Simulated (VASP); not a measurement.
# HfO2 (R-3m) in VASP: a series of runs

HfO2 is run at these levels: PBE; tasks: single point.

Program: VASP 6.6.1. These are calculated values, not measurements. Logs are shortened: lines on timing, memory, paths and dates and some standing lists are left out, and cuts for length are marked.

### Step 1. The cell of the first run

Symmetry: R-3m, No. 166, trigonal system. Conventional cell: a = 3.653 Å, b = 3.653 Å, c = 8.596 Å, α = 90.00°, β = 90.00°, γ = 120.00°. Within 2.8 Å of Hf (site symmetry -3m) lie 8 O at 2.15 to 2.23 Å. O (site symmetry 3m) has 4 Hf at 2.15 to 2.23 Å and 6 O at 2.55 Å within 2.8 Å.

### Step 2. Single point, PBE

INCAR

```
SYSTEM = HfO2
ALGO = Normal ; EDIFF = 1E-7
ENCUT = 520 ; GGA = PE
ISIF = 2 ; ISMEAR = 0
LASPH = .True. ; LCHARG = .False.
LREAL = .False. ; LWAVE = .False.
NBANDS = 18 ; NELM = 100
PREC = Accurate ; SIGMA = 0.05
```

KPOINTS

```
k-points
0
Gamma
  8 8 8
  0 0 0
```

POSCAR

```
HfO2
1.0
   -0.0678547437      2.5154476817      2.5154476817
    2.5154476817     -0.0678547437      2.5154476817
    2.5154476817      2.5154476817     -0.0678547437
Hf O
1 2
Direct
    0.0000000000      0.0000000000      0.0000000000
    0.2500000000      0.2500000000      0.2500000000
    0.7500000000      0.7500000000      0.7500000000
```

Potentials or basis: VASP PAW PBE potentials, release 64 (Hf_pv, O).

Command:

```sh
$ cat potpaw_PBE.64/Hf_pv/POTCAR potpaw_PBE.64/O/POTCAR > POTCAR
$ mpirun -np 1 vasp_std > vasp.out
```

OUTCAR:

```text
SYSTEM = HfO2
   EDIFF = 1E-7
   ENCUT = 520
   GGA = PE
   ISIF = 2
   ISMEAR = 0
   LASPH = .True.
   LREAL = .False.
   NELM = 100
   PREC = Accurate

 ion  position               nearest neighbor table
   1  0.000  0.000  0.000-   2 2.15   3 2.15   3 2.23   3 2.23   3 2.23   2 2.23   2 2.23   2 2.23

   2  0.250  0.250  0.250-   1 2.15   1 2.23   1 2.23   1 2.23
   3  0.750  0.750  0.750-   1 2.15   1 2.23   1 2.23   1 2.23

  LATTYP: Found a trigonal (rhomboedric) cell.
 ALAT       =     3.5580273109
 COS(alpha) =     0.4728527458

  Lattice vectors:

 A1 = (  -0.0678547437,   2.5154476817,   2.5154476817)
 A2 = (   2.5154476817,  -0.0678547437,   2.5154476817)
 A3 = (   2.5154476817,   2.5154476817,  -0.0678547437)

Analysis of symmetry for initial positions (statically):
=====================================================================
 Subroutine PRICEL returns:
 Original cell was already a primitive cell.

 Routine SETGRP: Setting up the symmetry group for a
 trigonal (rhombohedral) supercell.

 Subroutine GETGRP returns: Found 12 space group operations
 (whereof 12 operations were pure point group operations)
 out of a pool of 12 trial point group operations.

The static configuration has the point symmetry D_3d.

Analysis of symmetry for dynamics (positions and initial velocities):
=====================================================================
 Subroutine PRICEL returns:
 Original cell was already a primitive cell.

 Routine SETGRP: Setting up the symmetry group for a
 trigonal (rhombohedral) supercell.

 Subroutine GETGRP returns: Found 12 space group operations
 (whereof 12 operations were pure point group operations)
 out of a pool of 12 trial point group operations.

The dynamic configuration has the point symmetry D_3d.

 Subroutine INISYM returns: Found 12 space group operations
 (whereof 12 operations are pure point group operations),
 and found     1 'primitive' translations

----------------------------------------------------------------------------------------

                                     Primitive cell

  volume of cell :      33.1206

  direct lattice vectors                    reciprocal lattice vectors
    -0.067854744  2.515447682  2.515447682    -0.190904476  0.196196930  0.196196930
     2.515447682 -0.067854744  2.515447682     0.196196930 -0.190904476  0.196196930
     2.515447682  2.515447682 -0.067854744     0.196196930  0.196196930 -0.190904476

  length of vectors
     3.558027311  3.558027311  3.558027311     0.336795174  0.336795174  0.336795174

  position of ions in fractional coordinates (direct lattice)
     0.000000000  0.000000000  0.000000000
     0.250000000  0.250000000  0.250000000
     0.750000000  0.750000000  0.750000000

  ion indices of the primitive-cell ions
   primitive index   ion index
                 1           1
                 2           2
                 3           3

----------------------------------------------------------------------------------------

 KPOINTS: k-points

Automatic generation of k-mesh.
 Grid dimensions read from file:
 generate k-points for:    8    8    8

 Generating k-lattice:

  Cartesian coordinates                     Fractional coordinates (reciprocal lattice)
    -0.023863059  0.024524616  0.024524616     0.125000000  0.000000000  0.000000000
     0.024524616 -0.023863059  0.024524616     0.000000000  0.125000000  0.000000000
     0.024524616  0.024524616 -0.023863059     0.000000000  0.000000000  0.125000000

  Length of vectors
     0.042099397  0.042099397  0.042099397

  Shift w.r.t. Gamma in fractional coordinates (k-lattice)
     0.000000000  0.000000000  0.000000000

 Subroutine IBZKPT returns following result:
 ===========================================

 Found     65 irreducible k-points:

 Following reciprocal coordinates:
            Coordinates               Weight
  0.000000  0.000000  0.000000      1.000000
  0.125000 -0.000000 -0.000000      6.000000
  0.250000 -0.000000 -0.000000      6.000000
  0.375000 -0.000000 -0.000000      6.000000
  0.500000 -0.000000 -0.000000      3.000000
  0.125000  0.125000 -0.000000      6.000000
[... 16 lines left out ...]
  0.250000  0.125000  0.125000      6.000000
  0.375000  0.125000  0.125000      6.000000
 [... further k-points ...]
   k-points           NKPTS =     65   k-points in BZ     NKDIM =     65   number of bands    NBANDS=     18
   number of dos      NEDOS =    301   number of ions     NIONS =      3
   total plane-waves  NPLWV =  21952
   dimension x,y,z NGX =    28 NGY =   28 NGZ =   28
   dimension x,y,z NGXF=    56 NGYF=   56 NGZF=   56
   ions per type =               1   2
   NGX,Y,Z   is equivalent  to a cutoff of  13.08, 13.08, 13.08 a.u.
   NGXF,Y,Z  is equivalent  to a cutoff of  26.17, 26.17, 26.17 a.u.
 SYSTEM =  HfO2
   PREC   = accura    normal or accurate (medium, high low for compatibility)
   ISTART =      0    job   : 0-new  1-cont  2-samecut
   ICHARG =      2    charge: 1-file 2-atom 10-const
   ISPIN  =      1    spin polarized calculation?
   LNONCOLLINEAR =      F non collinear calculations
   LSORBIT =      F    spin-orbit coupling
   LASPH  =      T    aspherical Exc in radial PAW
   ENCUT  =  520.0 eV  38.22 Ry    6.18 a.u.   6.62  6.62  6.62*2*pi/ulx,y,z
   NELM   =    100;   NELMIN=  2; NELMDL= -5     # of ELM steps
   EDIFF  = 0.1E-06   stopping-criterion for ELM
   LREAL  =      F    real-space projection
   EDIFFG = 0.1E-05   stopping-criterion for IOM
   NSW    =      0    number of steps for IOM
   IBRION =     -1    ionic relax: 0-MD 1-quasi-New 2-CG
   NFREE  =      0    steps in history (QN), initial steepest desc. (CG)
   ISIF   =      2    stress and relaxation
   ISYM   =      2    0-nonsym 1-usesym 2-fastsym
   POTIM  = 0.5000    time-step for ionic-motion
   TEBEG  =    0.0;   TEEND  =   0.0 temperature during run
   PSTRESS=    0.0 pullay stress
   NELECT =      22.0000    total number of electrons
   NUPDOWN=      -1.0000    fix difference up-down
   EMIN   =  10.00;   EMAX   =-10.00  energy-range for DOS
   EFERMI =   0.00;   METHOD = LEGACY
   ISMEAR =     0;   SIGMA  =   0.05  broadening in eV -4-tet -1-fermi 0-gaus
   EFERMI_NEDOS =   21; number of points for ismear=-14 and -15
   IALGO  =     38    algorithm
   IMIX   =      4    mixing-type and parameters
     AMIX     =   0.40;   BMIX     =  1.00
     AMIX_MAG =   1.60;   BMIX_MAG =  1.00
  volume/ion in A,a.u.               =      11.04        74.50
  Fermi-wavevector in a.u.,A,eV,Ry     =   1.428399  2.699283 27.760299  2.040324
  Thomas-Fermi vector in A             =   2.548465
   LORBIT       =      0    0 simple, 1 ext, 2 COOP (PROOUT), +10 PAW based schemes
   GGA     = PE    functional components
   LHFCALC =     F    Hartree Fock is set to
   AEXX    =    0.0000 exact exchange contribution
   IVDW    =     0    specifies the selected vdW correction
   LEPSILON=     F    determine dielectric tensor
   LRPA    =     F    only Hartree local field effects (RPA)
 non-spin polarized calculation
 Gauss-broadening in eV      SIGMA  =   0.05
  energy-cutoff  :      520.00
  volume of cell :       33.12
 maximum number of plane-waves:       906
 NGX is ok and might be reduce to    28
   NGX = 13   NGY = 13   NGZ = 13

 number of electron      21.9999995 magnetization

 Free energy of the ion-electron system (eV)
  ---------------------------------------------------
  ext. energy  EPLUGINS =         0.00000000
  ---------------------------------------------------
  free energy    TOTEN  =       -30.22287336 eV

  energy without entropy =      -30.22287336  energy(sigma->0) =      -30.22287336

 E-fermi :   4.4010     XC(G=0): -11.7500

 val. band max:        4.1284563753   @ k =   0.5000   0.5000  -0.0000
 cond. band min:       7.9024628482   @ k =   0.5000   0.5000  -0.0000
 fundamental gap:      3.7740064729
 Fermi energy:         4.4010093978

 k-point     1 :       0.0000    0.0000    0.0000
  band No.  band energies     occupation
      1     -25.6289      2.00000
      2     -25.6289      2.00000
      3     -25.6098      2.00000
      4     -14.4976      2.00000
      5     -11.5428      2.00000
      6      -1.1341      2.00000
[... 10 lines left out ...]
     17      14.6844      0.00000
     18      17.5487      0.00000

 k-point     2 :       0.1250   -0.0000   -0.0000
  band No.  band energies     occupation
      1     -25.6870      2.00000
      2     -25.6344      2.00000
      3     -25.6192      2.00000
      4     -14.3054      2.00000
      5     -11.6988      2.00000
      6      -0.9923      2.00000
[... 10 lines left out ...]
     17      14.3779      0.00000
     18      17.4659      0.00000

 k-point     3 :       0.2500   -0.0000   -0.0000
  band No.  band energies     occupation
      1     -25.8281      2.00000
      2     -25.6475      2.00000
      3     -25.6358      2.00000
      4     -13.8456      2.00000
      5     -12.0223      2.00000
      6      -0.6381      2.00000
[... 10 lines left out ...]
     17      13.9184      0.00000
     18      16.6292      0.00000

 k-point     4 :       0.3750   -0.0000   -0.0000
  band No.  band energies     occupation
      1     -25.9631      2.00000
      2     -25.6605      2.00000
      3     -25.6518      2.00000
      4     -13.4285      2.00000
      5     -12.2377      2.00000
      6      -0.2747      2.00000
[... 375 lines left out ...]
      4     -14.2720      2.00000
      5     -11.7296      2.00000
      6      -0.9694      2.00000
[... 10 lines left out ...]
     17      14.1542      0.00000
     18      17.5261      0.00000

 k-point    23 :       0.2500    0.1250    0.1250
  band No.  band energies     occupation
      1     -25.7679      2.00000
      2     -25.6570      2.00000
      3     -25.6401      2.00000
      4     -13.9683      2.00000
      5     -11.9531      2.00000
      6      -0.8214      2.00000
[... 10 lines left out ...]
     17      13.9074      0.00000
     18      17.2853      0.00000

 k-point    24 :       0.3750    0.1250    0.1250
  band No.  band energies     occupation
      1     -25.8932      2.00000
      2     -25.6857      2.00000
      3     -25.6532      2.00000
      4     -13.4948      2.00000
      5     -12.2435      2.00000
      6      -0.5949      2.00000
[... 10 lines left out ...]
     17      14.1877      0.00000
     18      16.5714      0.00000

 [... further k-points ...]

------------------------ aborting loop because EDIFF is reached ----------------------------------------

  FORCE on cell =-STRESS in cart. coord.  units (eV):
  Direction    XX          YY          ZZ          XY          YZ          ZX
  --------------------------------------------------------------------------------------
  -------------------------------------------------------------------------------------
  Total       -0.6530535     -0.6530535     -0.6530535      0.5309091      0.5309091      0.5309091
  in kB      -31.5908300    -31.5908300    -31.5908300     25.6822121     25.6822121     25.6822121
  external PRESSURE =     -31.5908300 kB  Pullay stress =       0.0000000 kB

 VOLUME and BASIS-vectors are now :
 -----------------------------------------------------------------------------
  energy-cutoff  :      520.00
  volume of cell :       33.12
      direct lattice vectors                 reciprocal lattice vectors
    -0.067854744  2.515447682  2.515447682    -0.190904476  0.196196930  0.196196930
     2.515447682 -0.067854744  2.515447682     0.196196930 -0.190904476  0.196196930
     2.515447682  2.515447682 -0.067854744     0.196196930  0.196196930 -0.190904476

 POSITION                                       TOTAL-FORCE (eV/Angst)
 -----------------------------------------------------------------------------------
      0.00000      0.00000      0.00000         0.000000     -0.000000      0.000000
      1.24076      1.24076      1.24076         0.195873      0.195873      0.195873
      3.72228      3.72228      3.72228        -0.195873     -0.195873     -0.195873
 -----------------------------------------------------------------------------------
    total drift:                                0.000000      0.000000      0.000000

  FREE ENERGIE OF THE ION-ELECTRON SYSTEM (eV)
  ---------------------------------------------------
  free  energy   TOTEN  =       -30.2228733553 eV

  energy  without entropy=      -30.2228733553  energy(sigma->0) =      -30.22287336
```

Run time: 26 s. Hardware: 1 thread of Intel Xeon Platinum 8488C (Sapphire Rapids), shared host; peak memory 0.18 GiB.

What came out:

| Property | Result |
| --- | --- |
| Free energy | -30.2229 eV |
| Pressure | -3.2 GPa |
| Largest force | 0.339 eV/Å |
| Band gap on the k mesh | 3.77 eV, direct |

Forces on the atoms (eV/Å):
```
Hf   0.000  0.000  0.000
O    0.196  0.196  0.196
O   -0.196 -0.196 -0.196
```

Caveat: spin-orbit coupling is left out, which moves the levels of the heavy elements.

### Step 3. Single point, PBE

This run uses another cell than the first one, of 11.34 Å³/atom, 1.027 times its volume.

INCAR

```
PREC = Accurate
ENCUT = 520
EDIFF = 1E-6
ISMEAR = 0
SIGMA = 0.05
LREAL = F
LASPH = T
NELM = 60
ALGO = Normal
ISIF = 2
LWAVE = F
LCHARG = F
GGA = PE
NBANDS = 18
```

KPOINTS

```
Automatic mesh
0
Gamma
  8 8 8
```

POSCAR

```
HfO2
1.0
    0.0693500240      2.6065460238      2.6065460238
    2.6065460238      0.0693500240      2.6065460238
    2.6065460238      2.6065460238      0.0693500240
Hf O
1 2
Direct
    0.0000000000      0.0000000000      0.0000000000
    0.2500000000      0.2500000000      0.2500000000
    0.7500000000      0.7500000000      0.7500000000
```

Potentials or basis: VASP PAW PBE potentials, release 64 (Hf_pv, O).

Command:

```sh
$ cat potpaw_PBE.64/Hf_pv/POTCAR potpaw_PBE.64/O/POTCAR > POTCAR
$ mpirun -np 1 vasp_std > vasp.out
```

Run time: 22 s. Hardware: 1 thread of Intel Xeon Platinum 8488C (Sapphire Rapids), shared host; peak memory 0.18 GiB.

Results (log left out):

```yaml
Free_energy: -30.1931 eV
Pressure: -9.1 GPa
Largest_force: 0.175 eV/Å
Band_gap_on_the_k_mesh: 3.70 eV, direct
```

Forces in eV/Å, atoms in the order of the input:
```
Hf   0.000  0.000  0.000
O   -0.101 -0.101 -0.101
O    0.101  0.101  0.101
```

Stress tensor (GPa, compression positive):
```
-9.12 -1.62 -1.62
-1.62 -9.12 -1.62
-1.62 -1.62 -9.12
```

Levels at points of the mesh, in eV from the valence-band top:
| k point | band 8 | band 9 | band 10 | band 11 | band 12 | band 13 | band 14 | band 15 |
| --- | --- | --- | --- | --- | --- | --- | --- | --- |
| (0.00, 0.00, 0.00) | -5.06 | -0.60 | -0.60 | -0.53 | 3.79 | 3.79 | 5.50 | 9.63 |
| (0.50, 0.00, 0.00) | -3.03 | -2.61 | -1.83 | -1.74 | 4.39 | 4.60 | 6.70 | 8.65 |
| (0.50, 0.50, 0.00) | -3.26 | -1.63 | -1.29 | 0.00 | 3.70 | 5.30 | 6.17 | 7.63 |
| (0.50, 0.50, 0.50) | -2.83 | -2.68 | -1.72 | -1.72 | 4.39 | 4.39 | 6.24 | 8.96 |

Caveat: spin-orbit coupling is left out, which moves the levels of the heavy elements. A k mesh can miss the band edges.

### Step 4. Single point, PBE

This run uses another cell than the first one, of 11.33 Å³/atom, 1.027 times its volume.

INCAR

```
ALGO = Normal
EDIFF = 1E-6
ENCUT = 520
GGA = PE
ISIF = 2
ISMEAR = 0
LASPH = T
LCHARG = F
LREAL = F
LWAVE = F
NBANDS = 18
NELM = 100
PREC = Accurate
SIGMA = 0.05
```

KPOINTS

```
k-points
0
Gamma
  8 8 8
```

POSCAR

```
HfO2
1.0
   -0.0684534009      2.5376405433      2.5376405433
    2.5376405433     -0.0684534009      2.5376405433
    2.5376405433      2.5376405433     -0.0684534009
Hf O
1 2
Direct
    0.0000000000      0.0000000000      0.0000000000
    0.2500000000      0.2500000000      0.2500000000
    0.7500000000      0.7500000000      0.7500000000
```

Command:

```sh
$ cat potpaw_PBE.64/Hf_pv/POTCAR potpaw_PBE.64/O/POTCAR > POTCAR
$ mpirun -np 1 vasp_std > vasp.out
```

Wall time 21 s (1 thread of Intel Xeon Platinum 8488C (Sapphire Rapids), shared host); peak memory 0.18 GiB.

It converged, with:

```yaml
Free_energy: -30.1899 eV
Pressure: -9.1 GPa
Largest_force: 0.273 eV/Å
Band_gap_on_the_k_mesh: 3.70 eV, direct
```

Forces in eV/Å, atoms in the order of the input:
```
Hf   0.000  0.000  0.000
O    0.158  0.158  0.158
O   -0.158 -0.158 -0.158
```

Stress tensor (GPa, compression positive):
```
-9.07  2.18  2.18
 2.18 -9.07  2.18
 2.18  2.18 -9.07
```

Levels at points of the mesh, in eV from the valence-band top:
```csv
k point,band 7,band 8,band 9,band 10,band 11,band 12,band 13,band 14,band 15,band 16
"(0.00, 0.00, 0.00)",-5.10,-5.04,-0.61,-0.56,-0.56,3.79,3.79,5.49,9.74,9.74
"(0.50, 0.00, 0.00)",-4.09,-2.94,-2.65,-1.81,-1.69,4.33,4.56,6.48,8.79,8.95
"(0.50, 0.50, 0.00)",-3.45,-3.25,-1.63,-1.29,0.00,3.70,5.30,6.20,7.54,8.11
"(0.50, 0.50, 0.50)",-4.03,-3.12,-2.56,-1.83,-1.83,4.55,4.55,6.93,8.71,8.71
```

Caveat: spin-orbit coupling is left out, which moves the levels of the heavy elements. A k mesh can miss the band edges.

### Step 5. The runs side by side

| cell | gap on the mesh (eV) | pressure (GPa) | largest force (eV/Å) |
| --- | --- | --- | --- |
| a = 3.558 Å, angles 61.8°, 3 atoms | 3.77 | -3.2 | 0.34 |
| a = 3.687 Å, angles 58.2°, 3 atoms | 3.70 | -9.1 | 0.17 |
| a = 3.589 Å, angles 61.8°, 3 atoms | 3.70 | -9.1 | 0.27 |

Alike in all rows: task single point; level PBE; potentials or basis VASP PAW PBE potentials, release 64 (Hf_pv, O); no spin polarisation; k mesh 8 × 8 × 8; cutoff (eV) 520; smearing gaussian 0.05 eV.

Caveats: spin-orbit coupling is left out, which moves the levels of the heavy elements.

Absolute energies hang on the potentials; compare differences alone.
